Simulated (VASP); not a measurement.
Here is a VASP 6.6.1 calculation.

The input INCAR:

```
  PREC = Accurate
  ENCUT = 600
  EDIFF = 1E-7
  ISMEAR = 0
  SIGMA = 0.1
  LREAL = False
  LASPH = True
  NELM = 80
  ALGO = Normal
  ISIF = 3
  LWAVE = False
  LCHARG = False
  GGA = PE
  IBRION = 2
  NSW = 80
  EDIFFG = -0.001
```

Contents of KPOINTS:

```
Automatic mesh
0
Gamma
  12 12 4
```

POSCAR

```
Al4B3Sb
1.0
    3.5109849781      0.0000000000      0.0000000000
   -1.7554924890      3.0406021833      0.0000000000
    0.0000000000      0.0000000000     10.4868051298
Al B Sb
4 3 1
Direct
    0.3333333333      0.6666666667      0.7900803224
    0.3333333333      0.6666666667      0.3936370654
    0.6666666667      0.3333333333      0.2099196776
    0.6666666667      0.3333333333      0.6063629346
    0.0000000000      0.0000000000      0.5000000000
    0.0000000000      0.0000000000      0.3252902034
    0.0000000000      0.0000000000      0.6747097966
    0.0000000000      0.0000000000      0.0000000000
```

Potentials or basis: VASP PAW PBE potentials, release 64 (Al, B, Sb).

The run is started by

```bash
$ cat potpaw_PBE.64/Al/POTCAR potpaw_PBE.64/B/POTCAR potpaw_PBE.64/Sb/POTCAR > POTCAR
$ mpirun -np 1 vasp_std > vasp.out
```

(1) Predict the band gap on the k mesh.

(2) What does it give for the space group after relaxing (to 0.1 Å)?

Results:

(1) zero (bands 13 and 14 overlap by 4.29 eV).

(2) P-3m1 (No. 164).

Caveat: spin-orbit coupling is left out, which moves the levels of the heavy elements.
